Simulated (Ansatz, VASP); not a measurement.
**One calculation of ZrH5, two programs**

```
Zr H
1.0
     0.00000    2.63712    2.63712
     2.63712    0.00000    2.63712
     2.63712    2.63712    0.00000
Zr H
1 5
Direct
  0.50000 0.50000 0.50000
  0.25000 0.25000 0.25000
  0.11682 0.64955 0.11682
  0.11682 0.11682 0.11682
  0.64955 0.11682 0.11682
  0.11682 0.11682 0.64955
```

Alike in both runs: functional PBE; k mesh 12 × 12 × 12; occupations gaussian, width 0.1 eV; no spin polarisation.

Ansatz relaxed the structure, and its values are those at the end. VASP's run is a single point on that final structure, the one shown.

|  | VASP | Ansatz |
| --- | --- | --- |
| version | VASP 6.6.1 | Ansatz 0.2.0 |
| potentials or method | VASP PAW PBE potentials, release 64 (Zr_sv, H), cutoff 520 eV | scalar-relativistic, plane waves, PAW |
| valence electrons in the cell | 17 | 17 |

|  | VASP | Ansatz | Ansatz less VASP |
| --- | --- | --- | --- |
| gap on the k mesh at the Fermi level (eV) | none | none | - |
| pressure (GPa) | -0.1 | 0.0 | +0.12 |
| rms of the force components (eV/Å) | 0.004 | 0.001 | -0.0031 |

A gap of «none» marks a metal or a gap that the smearing closes.
